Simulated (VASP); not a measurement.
# Ge4Pd (P-3m1) in VASP: a series of runs

Runs on Ge4Pd. Level: PBE. Tasks: single point, relaxation of cell and atoms.

Everything below comes from runs of VASP 6.6.1. Logs are shortened: lines on timing, memory, paths and dates and some standing lists are left out, and cuts for length are marked.

## Step 1: The cell of the first run

It takes space group P-3m1 (No. 164, trigonal). Conventional cell: a = 3.093 Å, b = 3.093 Å, c = 9.944 Å, α = 90.00°, β = 90.00°, γ = 120.00°. Ge (site symmetry 3m) has 3 Pd at 2.23 Å and 12 Ge at 3.00 to 3.21 Å within 3.3 Å. Within 4.4 Å of Ge (site symmetry 3m) lie 18 Ge at 3.00 to 4.33 Å and 3 Pd at 4.15 Å. Pd (site symmetry -3m) has 6 Ge at 2.23 Å within 2.9 Å.

The cell was built from a structure type or drawn by symmetry, and may not be a known phase.

## Step 2: Single point, PBE

File INCAR:

```
PREC = Accurate
ENCUT = 520
EDIFF = 1E-6
ISMEAR = 0
SIGMA = 0.1
LREAL = False
LASPH = True
NELM = 60
ALGO = Normal
ISIF = 2
LWAVE = False
LCHARG = False
GGA = PE
NBANDS = 41
```

File KPOINTS:

```
regular mesh
0
Gamma
  6 6 2
```

File POSCAR:

```
Ge4Pd
1.0
    3.0925650400      0.0000000000      0.0000000000
   -1.5462825200      2.6782398900      0.0000000000
    0.0000000000      0.0000000000      9.9440853100
Ge Pd
4 1
Direct
    0.3333333300      0.6666666700      0.8658552800
    0.3333333300      0.6666666700      0.3767953500
    0.6666666700      0.3333333300      0.1341447200
    0.6666666700      0.3333333300      0.6232046500
    0.0000000000      0.0000000000      0.0000000000
```

Potentials or basis: VASP PAW PBE potentials, release 64 (Ge_d, Pd).

On the command line:

```console
$ cat potpaw_PBE.64/Ge_d/POTCAR potpaw_PBE.64/Pd/POTCAR > POTCAR
$ mpirun -np 1 vasp_std > vasp.out
```

OUTCAR:

```text
PREC = Accurate
   ENCUT = 520
   EDIFF = 1E-6
   ISMEAR = 0
   LREAL = False
   LASPH = True
   NELM = 60
   ISIF = 2
   GGA = PE

 ion  position               nearest neighbor table
   1  0.333  0.667  0.866-   5 2.23   5 2.23   5 2.23
   2  0.333  0.667  0.377-
   3  0.667  0.333  0.134-   5 2.23   5 2.23   5 2.23
   4  0.667  0.333  0.623-
   5  0.000  0.000  0.000-   1 2.23   3 2.23   3 2.23   1 2.23   3 2.23   1 2.23

  LATTYP: Found a hexagonal cell.
 ALAT       =     3.0925650400
 C/A-ratio  =     3.2154813824

  Lattice vectors:

 A1 = (   3.0925650400,   0.0000000000,   0.0000000000)
 A2 = (  -1.5462825200,   2.6782398900,   0.0000000000)
 A3 = (   0.0000000000,   0.0000000000,   9.9440853100)

Analysis of symmetry for initial positions (statically):
=====================================================================
 Subroutine PRICEL returns:
 Original cell was already a primitive cell.

 Routine SETGRP: Setting up the symmetry group for a
 hexagonal supercell.

 Subroutine GETGRP returns: Found 12 space group operations
 (whereof 12 operations were pure point group operations)
 out of a pool of 24 trial point group operations.

The static configuration has the point symmetry D_3d.

Analysis of symmetry for dynamics (positions and initial velocities):
=====================================================================
 Subroutine PRICEL returns:
 Original cell was already a primitive cell.

 Routine SETGRP: Setting up the symmetry group for a
 hexagonal supercell.

 Subroutine GETGRP returns: Found 12 space group operations
 (whereof 12 operations were pure point group operations)
 out of a pool of 24 trial point group operations.

The dynamic configuration has the point symmetry D_3d.

 Subroutine INISYM returns: Found 12 space group operations
 (whereof 12 operations are pure point group operations),
 and found     1 'primitive' translations

----------------------------------------------------------------------------------------

                                     Primitive cell

  volume of cell :      82.3632

  direct lattice vectors                    reciprocal lattice vectors
     3.092565040  0.000000000  0.000000000     0.323356174  0.186689774  0.000000000
    -1.546282520  2.678239890  0.000000000     0.000000000  0.373379548  0.000000000
     0.000000000  0.000000000  9.944085310     0.000000000  0.000000000  0.100562291

  length of vectors
     3.092565040  3.092565042  9.944085310     0.373379548  0.373379548  0.100562291

  position of ions in fractional coordinates (direct lattice)
     0.333333330  0.666666670  0.865855280
     0.333333330  0.666666670  0.376795350
     0.666666670  0.333333330  0.134144720
     0.666666670  0.333333330  0.623204650
     0.000000000  0.000000000  0.000000000

  ion indices of the primitive-cell ions
   primitive index   ion index
                 1           1
                 2           2
                 3           3
                 4           4
                 5           5

----------------------------------------------------------------------------------------

 KPOINTS: regular mesh

Automatic generation of k-mesh.
 Grid dimensions read from file:
 generate k-points for:    6    6    2

 Generating k-lattice:

  Cartesian coordinates                     Fractional coordinates (reciprocal lattice)
     0.053892696  0.031114962  0.000000000     0.166666667  0.000000000  0.000000000
     0.000000000  0.062229925  0.000000000     0.000000000  0.166666667  0.000000000
     0.000000000  0.000000000  0.050281145     0.000000000  0.000000000  0.500000000

  Length of vectors
     0.062229925  0.062229925  0.050281145

  Shift w.r.t. Gamma in fractional coordinates (k-lattice)
     0.000000000  0.000000000  0.000000000

 Subroutine IBZKPT returns following result:
 ===========================================

 Found     14 irreducible k-points:

 Following reciprocal coordinates:
            Coordinates               Weight
  0.000000  0.000000  0.000000      1.000000
  0.166667  0.000000  0.000000      6.000000
  0.333333 -0.000000  0.000000      6.000000
  0.500000 -0.000000  0.000000      3.000000
  0.166667  0.166667  0.000000      6.000000
  0.333333  0.166667  0.000000     12.000000
  0.333333  0.333333  0.000000      2.000000
  0.000000  0.000000  0.500000      1.000000
  0.166667  0.000000  0.500000      6.000000
  0.333333 -0.000000  0.500000      6.000000
  0.500000 -0.000000  0.500000      3.000000
  0.166667  0.166667  0.500000      6.000000
  0.333333  0.166667  0.500000     12.000000
  0.333333  0.333333  0.500000      2.000000
   k-points           NKPTS =     14   k-points in BZ     NKDIM =     14   number of bands    NBANDS=     41
   number of dos      NEDOS =    301   number of ions     NIONS =      5
   total plane-waves  NPLWV =  46080
   dimension x,y,z NGX =    24 NGY =   24 NGZ =   80
   dimension x,y,z NGXF=    48 NGYF=   48 NGZF=  160
   ions per type =               4   1
   NGX,Y,Z   is equivalent  to a cutoff of  12.90, 12.90, 13.37 a.u.
   NGXF,Y,Z  is equivalent  to a cutoff of  25.80, 25.80, 26.75 a.u.
 SYSTEM =  unknown system
   PREC   = accura    normal or accurate (medium, high low for compatibility)
   ISTART =      0    job   : 0-new  1-cont  2-samecut
   ICHARG =      2    charge: 1-file 2-atom 10-const
   ISPIN  =      1    spin polarized calculation?
   LNONCOLLINEAR =      F non collinear calculations
   LSORBIT =      F    spin-orbit coupling
   LASPH  =      T    aspherical Exc in radial PAW
   ENCUT  =  520.0 eV  38.22 Ry    6.18 a.u.   5.75  5.75 18.49*2*pi/ulx,y,z
   NELM   =     60;   NELMIN=  2; NELMDL= -5     # of ELM steps
   EDIFF  = 0.1E-05   stopping-criterion for ELM
   LREAL  =      F    real-space projection
   EDIFFG = 0.1E-04   stopping-criterion for IOM
   NSW    =      0    number of steps for IOM
   IBRION =     -1    ionic relax: 0-MD 1-quasi-New 2-CG
   NFREE  =      0    steps in history (QN), initial steepest desc. (CG)
   ISIF   =      2    stress and relaxation
   ISYM   =      2    0-nonsym 1-usesym 2-fastsym
   POTIM  = 0.5000    time-step for ionic-motion
   TEBEG  =    0.0;   TEEND  =   0.0 temperature during run
   PSTRESS=    0.0 pullay stress
   NELECT =      66.0000    total number of electrons
   NUPDOWN=      -1.0000    fix difference up-down
   EMIN   =  10.00;   EMAX   =-10.00  energy-range for DOS
   EFERMI =   0.00;   METHOD = LEGACY
   ISMEAR =     0;   SIGMA  =   0.10  broadening in eV -4-tet -1-fermi 0-gaus
   EFERMI_NEDOS =   21; number of points for ismear=-14 and -15
   IALGO  =     38    algorithm
   IMIX   =      4    mixing-type and parameters
     AMIX     =   0.40;   BMIX     =  1.00
     AMIX_MAG =   1.60;   BMIX_MAG =  1.00
  volume/ion in A,a.u.               =      16.47       111.16
  Fermi-wavevector in a.u.,A,eV,Ry     =   1.520589  2.873496 31.459254  2.312190
  Thomas-Fermi vector in A             =   2.629419
   LORBIT       =      0    0 simple, 1 ext, 2 COOP (PROOUT), +10 PAW based schemes
   GGA     = PE    functional components
   LHFCALC =     F    Hartree Fock is set to
   AEXX    =    0.0000 exact exchange contribution
   IVDW    =     0    specifies the selected vdW correction
   LEPSILON=     F    determine dielectric tensor
   LRPA    =     F    only Hartree local field effects (RPA)
 non-spin polarized calculation
 Gauss-broadening in eV      SIGMA  =   0.10
  energy-cutoff  :      520.00
  volume of cell :       82.36
 maximum number of plane-waves:      2236
 NGX is ok and might be reduce to    24
   NGX = 11   NGY = 11   NGZ = 37

 number of electron      65.9999972 magnetization

 Free energy of the ion-electron system (eV)
  ---------------------------------------------------
  ext. energy  EPLUGINS =         0.00000000
  ---------------------------------------------------
  free energy    TOTEN  =       -19.06084234 eV

  energy without entropy =      -19.05049489  energy(sigma->0) =      -19.05566862

 E-fermi :   8.8151     XC(G=0): -11.9554

 val. band max:        8.7888592586   @ k =   0.3333   0.3333   0.0000
 cond. band min:       8.8743293140   @ k =   0.1667   0.1667   0.5000
 fundamental gap:      0.0854700554
 Fermi energy:         8.8151493140

 k-point     1 :       0.0000    0.0000    0.0000
  band No.  band energies     occupation
      1     -16.5201      2.00000
      2     -16.5201      2.00000
      3     -16.4694      2.00000
      4     -16.4694      2.00000
      5     -16.4679      2.00000
      6     -16.4539      2.00000
[... 33 lines left out ...]
     40      16.7798      0.00000
     41      16.7800      0.00000

 k-point     2 :       0.1667    0.0000    0.0000
  band No.  band energies     occupation
      1     -16.5098      2.00000
      2     -16.5098      2.00000
      3     -16.4813      2.00000
      4     -16.4643      2.00000
      5     -16.4568      2.00000
      6     -16.4525      2.00000
[... 33 lines left out ...]
     40      15.7569      0.00000
     41      16.5071      0.00000

 k-point     3 :       0.3333   -0.0000    0.0000
  band No.  band energies     occupation
      1     -16.5060      2.00000
      2     -16.4931      2.00000
      3     -16.4926      2.00000
      4     -16.4787      2.00000
      5     -16.4469      2.00000
      6     -16.4442      2.00000
[... 33 lines left out ...]
     40      13.4115      0.00000
     41      15.7080      0.00000

 k-point     4 :       0.5000   -0.0000    0.0000
  band No.  band energies     occupation
      1     -16.5171      2.00000
      2     -16.4942      2.00000
      3     -16.4838      2.00000
      4     -16.4826      2.00000
      5     -16.4500      2.00000
      6     -16.4464      2.00000
[... 385 lines left out ...]
     40      14.8931      0.00000
     41      15.3134      0.00000

 k-point    13 :       0.3333    0.1667    0.5000
  band No.  band energies     occupation
      1     -16.5054      2.00000
      2     -16.4885      2.00000
      3     -16.4772      2.00000
      4     -16.4634      2.00000
      5     -16.4583      2.00000
      6     -16.4420      2.00000
[... 33 lines left out ...]
     40      13.4824      0.00000
     41      14.0225      0.00000

 k-point    14 :       0.3333    0.3333    0.5000
  band No.  band energies     occupation
      1     -16.4943      2.00000
      2     -16.4825      2.00000
      3     -16.4825      2.00000
      4     -16.4439      2.00000
      5     -16.4372      2.00000
      6     -16.4372      2.00000
[... 33 lines left out ...]
     40      13.0476      0.00000
     41      13.0476      0.00000

------------------------ aborting loop because EDIFF is reached ----------------------------------------

  FORCE on cell =-STRESS in cart. coord.  units (eV):
  Direction    XX          YY          ZZ          XY          YZ          ZX
  --------------------------------------------------------------------------------------
  -------------------------------------------------------------------------------------
  Total       20.4197478     20.4197479     20.1883667      0.0000000      0.0000000     -0.0000000
  in kB      397.2169744    397.2169751    392.7160127      0.0000000      0.0000000     -0.0000000
  external PRESSURE =     395.7166541 kB  Pullay stress =       0.0000000 kB

 VOLUME and BASIS-vectors are now :
 -----------------------------------------------------------------------------
  energy-cutoff  :      520.00
  volume of cell :       82.36
      direct lattice vectors                 reciprocal lattice vectors
     3.092565040  0.000000000  0.000000000     0.323356174  0.186689774  0.000000000
    -1.546282520  2.678239890  0.000000000     0.000000000  0.373379548  0.000000000
     0.000000000  0.000000000  9.944085310     0.000000000  0.000000000  0.100562291

 POSITION                                       TOTAL-FORCE (eV/Angst)
 -----------------------------------------------------------------------------------
     -0.00000      1.78549      8.61014        -0.000000      0.000000     -7.922537
     -0.00000      1.78549      3.74689        -0.000000      0.000000      0.080338
      1.54628      0.89275      1.33395         0.000000      0.000000      7.922537
      1.54628      0.89275      6.19720         0.000000      0.000000     -0.080338
      0.00000      0.00000      0.00000         0.000000      0.000000     -0.000000
 -----------------------------------------------------------------------------------
    total drift:                                0.000000     -0.000000     -0.000000

  FREE ENERGIE OF THE ION-ELECTRON SYSTEM (eV)
  ---------------------------------------------------
  free  energy   TOTEN  =       -19.0608423442 eV

  energy  without entropy=      -19.0504948878  energy(sigma->0) =      -19.05566862
```

It took 71 s on 1 thread of Intel Xeon 8259CL, shared host; peak memory 0.22 GiB.

What came out:

```yaml
Free_energy: -19.0608 eV
Pressure: 39.6 GPa
Largest_force: 7.923 eV/Å
Band_gap_on_the_k_mesh: zero (bands 33 and 34 overlap by 7.88 eV)
```

Forces in eV/Å, atoms in the order of the input:
```
Ge   0.000  0.000 -7.923
Ge   0.000  0.000  0.080
Ge   0.000  0.000  7.923
Ge   0.000  0.000 -0.080
Pd   0.000  0.000  0.000
```

Caveat: the k points lie up to 0.39 Å⁻¹ apart, too coarse for converged energies and pressures of a metal; forces of over 1 eV/Å act on the atoms, so gaps and moduli don't describe the material at rest.

## Step 3: Single point, PBE

This run uses another cell than the first one, of 18.28 Å³/atom.

File INCAR:

```
SYSTEM = Ge4Pd
  PREC = Accurate
  ENCUT = 520
  EDIFF = 1E-7
  ISMEAR = 0
  SIGMA = 0.1
  LREAL = .False.
  LASPH = .True.
  NELM = 80
  ALGO = Normal
  ISIF = 2
  LWAVE = .False.
  LCHARG = .False.
  GGA = PE
  NBANDS = 41
```

File KPOINTS:

```
Automatic mesh
0
Gamma
  6 6 2
  0 0 0
```

File POSCAR:

```
Ge4Pd
1.0
    3.2806799241      0.0000000000      0.0000000000
   -1.6403399621      2.8411521560      0.0000000000
    0.0000000000      0.0000000000      9.8053394501
Ge Pd
4 1
Direct
    0.3333333333      0.6666666667      0.8153523464
    0.3333333333      0.6666666667      0.3943750561
    0.6666666667      0.3333333333      0.1846476536
    0.6666666667      0.3333333333      0.6056249439
    0.0000000000      0.0000000000      0.0000000000
```

Potentials or basis: VASP PAW PBE potentials, release 64 (Ge_d, Pd).

On the command line:

```console
$ cat potpaw_PBE.64/Ge_d/POTCAR potpaw_PBE.64/Pd/POTCAR > POTCAR
$ mpirun -np 1 vasp_std > vasp.out
```

It took 74 s on 1 thread of Intel Xeon 8259CL, shared host; peak memory 0.23 GiB.

The run converged. Its results:

| Property | Result |
| --- | --- |
| Free energy | -22.9597 eV |
| Pressure | 0.1 GPa |
| Largest force | 0.032 eV/Å |
| Band gap on the k mesh | zero (bands 33 and 34 overlap by 4.95 eV) |

Forces in eV/Å, atoms in the order of the input:
```
Ge   0.000  0.000  0.001
Ge   0.000  0.000  0.032
Ge   0.000  0.000 -0.001
Ge   0.000  0.000 -0.032
Pd   0.000  0.000  0.000
```

Stress tensor (GPa, compression positive):
```
-0.02  0.00  0.00
 0.00 -0.02  0.00
 0.00  0.00  0.44
```

Levels at points of the mesh, in eV from the Fermi level:
| k point | band 30 | band 31 | band 32 | band 33 | band 34 | band 35 | band 36 | band 37 |
| --- | --- | --- | --- | --- | --- | --- | --- | --- |
| (0.00, 0.00, 0.00) | -2.91 | 1.17 | 3.32 | 3.75 | 3.75 | 4.44 | 4.44 | 6.03 |
| (0.50, 0.00, 0.00) | -2.03 | -1.53 | -1.49 | -0.60 | -0.27 | 0.47 | 1.77 | 2.37 |
| (0.00, 0.00, 0.50) | -2.88 | -0.69 | 3.62 | 3.62 | 4.88 | 4.88 | 5.44 | 5.44 |
| (0.50, 0.00, 0.50) | -3.08 | -2.54 | -2.03 | -0.47 | 0.78 | 1.40 | 1.49 | 2.59 |

Caveat: the k points lie up to 0.37 Å⁻¹ apart, too coarse for converged energies and pressures of a metal.

## Step 4: Relaxation of cell and atoms, PBE

File INCAR:

```
PREC = Accurate ; ENCUT = 600
EDIFF = 1E-7 ; ISMEAR = 0
SIGMA = 0.1 ; LREAL = False
LASPH = True ; NELM = 100
ALGO = Normal ; ISIF = 3
LWAVE = False ; LCHARG = False
GGA = PE ; IBRION = 2
NSW = 90 ; EDIFFG = -0.04
```

File KPOINTS:

```
regular mesh
0
Gamma
  6 6 2
```

File POSCAR:

```
Ge4Pd
1.0
    3.0925650400      0.0000000000      0.0000000000
   -1.5462825200      2.6782398900      0.0000000000
    0.0000000000      0.0000000000      9.9440853100
Ge Pd
4 1
Direct
    0.3333333300      0.6666666700      0.8658552800
    0.3333333300      0.6666666700      0.3767953500
    0.6666666700      0.3333333300      0.1341447200
    0.6666666700      0.3333333300      0.6232046500
    0.0000000000      0.0000000000      0.0000000000
```

On the command line:

```console
$ cat potpaw_PBE.64/Ge_d/POTCAR potpaw_PBE.64/Pd/POTCAR > POTCAR
$ mpirun -np 1 vasp_std > vasp.out
```

Run time: 23 min. Hardware: 1 thread of Intel Xeon 8259CL, shared host; peak memory 0.28 GiB.

It converged, with:

```yaml
Free_energy: -22.9597 eV
Relaxed_volume: 18.17 Å³/atom
Relaxed_cell: a = 3.249 Å, b = 3.249 Å, c = 9.934 Å, α = 90.00°, β = 90.00°, γ = 120.00°
Space_group_after_relaxing_to_0.1_Å: P-3m1 (No. 164)
Energy_gained_by_relaxing: 779.7 meV/atom
Ionic_steps: 19
Pressure_after_relaxing: 0.1 GPa
Largest_force_after_relaxing: 0.014 eV/Å
Band_gap_on_the_k_mesh: zero (bands 33 and 34 overlap by 5.23 eV)
```

Forces on the atoms (eV/Å):
```
Ge   0.000  0.000  0.013
Ge   0.000  0.000  0.014
Ge   0.000  0.000 -0.013
Ge   0.000  0.000 -0.014
Pd   0.000  0.000  0.000
```

The path:
| step | energy change (eV) | largest force (eV/Å) | pressure (GPa) | volume (Å³) |
| --- | --- | --- | --- | --- |
| 1 | 0.0000 | 7.9212 | 39.62 | 82.36 |
| 2 | -0.8246 | 0.7201 | -13.27 | 141.08 |
| 3 | -3.3049 | 0.8072 | -4.70 | 106.04 |
| 4 | -3.3268 | 1.0147 | -3.53 | 104.43 |
| 5 | -3.3315 | 1.2109 | -2.35 | 103.02 |
| 6 | -3.4954 | 1.0315 | -1.33 | 99.61 |
| 7 | -3.7358 | 0.8827 | 2.70 | 90.90 |
| 8 | -3.7353 | 0.5168 | 6.01 | 86.76 |
| 9 | -3.7508 | 0.7382 | 4.24 | 88.79 |
| 10 | -3.8393 | 0.4539 | 1.39 | 90.17 |
| 11 | -3.8453 | 0.5101 | 0.64 | 90.63 |
| 12 | -3.8667 | 0.3710 | -0.07 | 91.31 |
| 13 | -3.8833 | 0.1243 | -1.30 | 92.61 |
| 14 | -3.8935 | 0.1026 | 0.07 | 91.22 |
| 15 | -3.8936 | 0.1103 | 0.18 | 91.12 |
| 16 | -3.8953 | 0.0805 | 0.10 | 91.11 |
| 17 | -3.8981 | 0.0412 | -0.03 | 91.09 |
| 18 | -3.8983 | 0.0435 | -0.10 | 91.08 |
| 19 | -3.8986 | 0.0139 | 0.13 | 90.84 |

Final structure:
```yaml
crystal:
  lattice:
    - [3.24947, 0.00000, 0.00000]
    - [-1.62473, 2.81412, 0.00000]
    - [0.00000, 0.00000, 9.93376]
  atoms:
    - { symbol: Ge, position: [0.33333, 0.66667, 0.81506] }
    - { symbol: Ge, position: [0.33333, 0.66667, 0.39118] }
    - { symbol: Ge, position: [0.66667, 0.33333, 0.18494] }
    - { symbol: Ge, position: [0.66667, 0.33333, 0.60882] }
    - { symbol: Pd, position: [0.00000, 0.00000, 0.00000] }
```

Levels at points of the mesh, in eV from the Fermi level:
```csv
k point,band 31,band 32,band 33,band 34,band 35,band 36
"(0.00, 0.00, 0.00)",0.86,3.17,4.09,4.09,4.64,4.64
"(0.50, 0.00, 0.00)",-1.58,-1.46,-0.64,-0.33,0.71,1.81
"(0.00, 0.00, 0.50)",-0.92,3.95,3.95,5.05,5.05,5.47
"(0.50, 0.00, 0.50)",-2.55,-1.91,-0.41,1.04,1.49,1.52
```

Caveat: the k points lie up to 0.37 Å⁻¹ apart in the final cell, too coarse for converged energies and pressures of a metal.

## Step 5: Overview

```csv
task,cell,cutoff (eV),gap on the mesh (eV),pressure (GPa),largest force (eV/Å)
single point,"a = 3.093, b = 3.093, c = 9.944 Å, angles 90.0, 90.0, 120.0°, 5 atoms, atomic positions A",520,none,39.6,7.92
single point,"a = 3.281, b = 3.281, c = 9.805 Å, angles 90.0, 90.0, 120.0°, 5 atoms, atomic positions B",520,none,0.1,0.03
relaxation of cell and atoms,"relaxed from a = 3.093, b = 3.093, c = 9.944 Å, angles 90.0, 90.0, 120.0°, 5 atoms, atomic positions A",600,none,0.1,0.01
```

Alike in all rows: level PBE; potentials or basis VASP PAW PBE potentials, release 64 (Ge_d, Pd); no spin polarisation; k mesh 6 × 6 × 2; smearing gaussian 0.1 eV.

Caveats: all runs use coarse meshes; forces of over 1 eV/Å act on the atoms, so gaps and moduli don't describe the material at rest (at least some runs).

Total energies depend on the potentials used, so only differences within one code and one set of settings carry meaning.
